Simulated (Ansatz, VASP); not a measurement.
One calculation of Na, two programs

The input INCAR:

```
PREC     = Accurate       # precision mode
ENCUT    = 520            # plane-wave cutoff, eV
EDIFF    = 1E-7           # SCF threshold, eV
ISMEAR   = 0              # smearing method
SIGMA    = 0.15           # smearing width, eV
LREAL    = F              # projectors in reciprocal space
LASPH    = T              # aspherical terms in the spheres
NELM     = 60             # most SCF steps
ALGO     = Normal         # electronic algorithm
ISIF     = 2              # what is computed and relaxed
LWAVE    = F              # write WAVECAR
LCHARG   = F              # write CHGCAR
GGA      = PE             # functional
NBANDS   = 10             # bands
```

File KPOINTS:

```
regular mesh
0
Gamma
  16 16 16
```

Contents of POSCAR:

```
Na
1.0
   -2.0539750000      2.0539750000      2.0539750000
    2.0539750000     -2.0539750000      2.0539750000
    2.0539750000      2.0539750000     -2.0539750000
Na
1
Direct
    0.0000000000      0.0000000000      0.0000000000
```

Input for Ansatz:

```yaml
crystal:
  lattice:
    - [-2.053975, 2.053975, 2.053975]
    - [2.053975, -2.053975, 2.053975]
    - [2.053975, 2.053975, -2.053975]
  atoms:
    - { symbol: Na, position: [0.0, 0.0, 0.0] }
basis:
  ecutwfc: 420
kpoints:
  mp_grid: { grid: [16, 16, 16] }
hamiltonian:
  xc: pbe
scf:
  occupations: { method: gaussian, width: 0.15 }
output:
  forces: true
  stress: true
  eigenvalues: true
```

Change from the starting cell: strain -0.030 along x and y, -0.030 along z, atoms carried along.

Alike in both runs: task single point; functional PBE; k mesh 16 × 16 × 16; occupations gaussian, width 0.15 eV; no spin polarisation.

|  | VASP | Ansatz |
| --- | --- | --- |
| version | VASP 6.6.1 | Ansatz 0.2.0 |
| potentials or method | VASP PAW PBE potentials, release 64 (Na_pv), cutoff 520 eV | scalar-relativistic, plane waves, PAW |
| valence electrons in the cell | 7 | 9 |

VASP gave:

| Property | Result |
| --- | --- |
| gap on the k mesh at the Fermi level (eV) | none |
| pressure (GPa) | 0.5 |

Estimate Ansatz's values.

gap on the k mesh at the Fermi level (eV): none; pressure (GPa): 0.6.

A gap of «none» marks a metal or a gap that the smearing closes. With one functional, cell and mesh, what is left measures potentials, basis and numerics. VASP's potentials hold 7 valence electrons a cell and Ansatz's 9, so a difference there can come from the potentials and not from the codes.
